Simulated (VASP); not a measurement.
Here is a VASP 6.6.1 calculation.

Contents of INCAR:

```
SYSTEM = K
PREC = Accurate ; ENCUT = 600
EDIFF = 1E-7 ; ISMEAR = 0
SIGMA = 0.1 ; LREAL = .FALSE.
LASPH = .TRUE. ; NELM = 80
ALGO = Fast ; ISIF = 3
LWAVE = .FALSE. ; LCHARG = .FALSE.
GGA = PE ; IBRION = 2
NSW = 100 ; EDIFFG = -0.01
```

Contents of KPOINTS:

```
regular mesh
0
G
  14 14 14
  0 0 0
```

The input POSCAR:

```
K
1.0
   -4.1602502117      4.1602502117      2.2694932864
    4.1602502117     -4.1602502117      2.2694932864
    4.1602502117      4.1602502117     -2.2694932864
K
2
Direct
    0.0000000000      0.0000000000      0.0000000000
    0.7500000000      0.2500000000      0.5000000000
```

Potentials or basis: VASP PAW PBE potentials, release 64 (K_sv).

Run with:

```bash
$ cat potpaw_PBE.64/K_sv/POTCAR > POTCAR
$ mpirun -np 1 vasp_std > vasp.out
```

**Question.** Predict the relaxed cell.

**Answer.** a = 6.259 Å, b = 6.259 Å, c = 6.259 Å, α = 97.36°, β = 97.36°, γ = 138.05°.

**Question.** What does it give for the relaxed volume?

**Answer.** 76.52 Å³/atom.

**Question.** What does it give for the band gap on the k mesh?

**Answer.** Zero (bands 9 and 10 overlap by 1.63 eV).

**Question.** Estimate the space group after relaxing (to 0.1 Å).

**Answer.** I4_1/amd (No. 141).

Step by step:
| step | energy change (eV) | largest force (eV/Å) | pressure (GPa) | volume (Å³) |
| --- | --- | --- | --- | --- |
| 1 | 0.0000 | 0.0000 | -0.08 | 157.12 |
| 2 | -0.0004 | 0.0000 | -0.06 | 156.27 |
| 3 | -0.0010 | 0.0000 | -0.03 | 154.39 |
| 4 | -0.0007 | 0.0000 | 0.05 | 150.68 |
| 5 | -0.0011 | 0.0000 | 0.00 | 153.04 |
